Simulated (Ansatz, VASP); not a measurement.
## LiF in VASP and in Ansatz

INCAR

```
SYSTEM = LiF
PREC = Accurate ; ENCUT = 520
EDIFF = 1E-6 ; ISMEAR = 0
SIGMA = 0.05 ; LREAL = .FALSE.
LASPH = .TRUE. ; NELM = 80
ALGO = Normal ; ISIF = 2
LWAVE = .FALSE. ; LCHARG = .TRUE.
LELF = .TRUE. ; LVHAR = .TRUE.
NBANDS = 18
```

KPOINTS

```
Automatic mesh
0
G
  9 9 6
  0 0 0
```

POSCAR

```
LiF
1.0
    3.0299854110      0.0000000000      0.0000000000
   -1.5149927055      2.6240443390      0.0000000000
    0.0000000000      0.0000000000      5.2558126938
Li F
2 2
Direct
    0.3333333333      0.6666666667      0.3839784076
    0.6666666667      0.3333333333      0.8839784076
    0.3333333333      0.6666666667      0.9910195924
    0.6666666667      0.3333333333      0.4910195924
```

Input for Ansatz:

```yaml
crystal:
  lattice:
    - [3.029985411, 0.0, 0.0]
    - [-1.5149927055, 2.624044339, 0.0]
    - [0.0, 0.0, 5.2558126938]
  atoms:
    - { symbol: Li, position: [0.3333333333, 0.6666666667, 0.3839784076] }
    - { symbol: Li, position: [0.6666666667, 0.3333333333, 0.8839784076] }
    - { symbol: F, position: [0.3333333333, 0.6666666667, 0.9910195924] }
    - { symbol: F, position: [0.6666666667, 0.3333333333, 0.4910195924] }
basis:
  ecutwfc: 520.0
kpoints:
  mp_grid: { grid: [9, 9, 6] }
hamiltonian:
  xc: lda
scf:
  occupations: { method: gaussian, width: 0.05 }
output:
  forces: true
  stress: true
  eigenvalues: true
```

Alike in both runs: task single point; functional LDA; k mesh 9 × 9 × 6; occupations gaussian, width 0.05 eV; no spin polarisation.

```csv
,VASP,Ansatz
version,VASP 6.6.1,Ansatz 0.2.0
potentials or method,"VASP PAW LDA potentials, release 64 (Li_sv, F), cutoff 520 eV","scalar-relativistic, plane waves, PAW"
valence electrons in the cell,20,20
```

```tsv
	VASP	Ansatz	Ansatz less VASP
gap on the k mesh at the Fermi level (eV)	7.28	7.30	+0.014
least direct gap on the mesh (eV)	7.28	7.30	+0.014
rms of the force components (eV/Å)	0.113	0.108	-0.0045
```

LDA's correlation is that of Perdew and Zunger in VASP and of Perdew and Wang (1992) in Ansatz. Atom by atom the forces differ by 0.005 eV/Å (rms over components).

Noted on VASP's run: the cutoff is short for stress, so the pressure is rough.
